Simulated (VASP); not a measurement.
Zr3Si2: single point with PBEsol

Zr3Si2:

```xyz
10
Lattice="6.5003 0.0000 0.0000 0.0000 6.5003 0.0000 0.0000 0.0000 3.3529" Properties=species:S:1:pos:R:3 pbc="T T T"
Zr    1.1342    4.3843    1.6765
Zr    5.3662    2.1160    1.6765
Zr    2.1160    1.1342    1.6765
Zr    4.3843    5.3662    1.6765
Zr    0.0000    0.0000    0.0000
Zr    3.2502    3.2502    0.0000
Si    4.0457    0.7956    0.0000
Si    2.4546    5.7048    0.0000
Si    5.7048    4.0457    0.0000
Si    0.7956    2.4546    0.0000
```

This cell differs from its parent crystal: strain -0.080 along x and y, -0.080 along z.

```yaml
Program: VASP 6.6.1
Task: single point
Functional: PBEsol
Potentials_or_basis: VASP PAW PBE potentials, release 64 (Zr_sv, Si)
Cutoff: 520 eV
k_mesh: 6 × 6 × 12
Occupations: gaussian, width 0.15 eV
Spin: no spin polarisation
Dipole_correction: no
Further_INCAR_settings: ALGO = Fast; EDIFF = 1e-06; NBANDS = 55
```

* Pressure: 58.3 GPa
* Largest force: 0.387 eV/Å
* Band gap on the k mesh: zero (band 44 reaches 13.40 eV, above the bottom of band 45 at 12.12 eV)

Forces on the atoms (eV/Å):
```
Zr   0.274  0.274  0.000
Zr  -0.274 -0.274  0.000
Zr  -0.274  0.274  0.000
Zr   0.274 -0.274  0.000
Zr   0.000  0.000  0.000
Zr   0.000  0.000  0.000
Si  -0.045 -0.045  0.000
Si   0.045  0.045  0.000
Si   0.045 -0.045  0.000
Si  -0.045  0.045  0.000
```

Stress tensor (GPa, compression positive):
```
60.60  0.00  0.00
 0.00 60.60  0.00
 0.00  0.00 53.69
```

Levels at points of the mesh, in eV from the Fermi level:
```tsv
k point	band 40	band 41	band 42	band 43	band 44	band 45	band 46	band 47	band 48	band 49
(0.00, 0.00, 0.00)	-1.08	-0.83	-0.83	-0.50	0.12	1.05	1.35	1.57	1.57	2.61
(0.50, 0.00, 0.00)	-1.05	-0.25	-0.25	0.33	0.33	0.83	0.83	1.77	1.77	1.92
(0.50, 0.50, 0.00)	-0.82	-0.29	-0.29	-0.21	-0.21	-0.20	-0.20	1.34	1.34	2.56
(0.00, 0.00, 0.50)	-1.48	-0.57	-0.28	0.08	0.13	0.13	0.17	0.69	0.69	0.79
(0.50, 0.00, 0.50)	-1.73	-1.09	-1.09	-0.86	-0.86	0.85	0.85	2.12	2.12	3.19
(0.50, 0.50, 0.50)	-1.52	-1.00	-1.00	-0.92	-0.92	-0.34	-0.34	2.28	2.28	4.42
```

Run time: 6.3 min on 1 thread of Intel(R) Xeon(R) 6975P-C (Granite Rapids), on a shared host, peak memory 0.5 GiB.

Caveat: the cell differs from its parent crystal (strain -0.080 along x and y, -0.080 along z); the PAW data sets were made with another functional, which shifts forces and pressure a little.
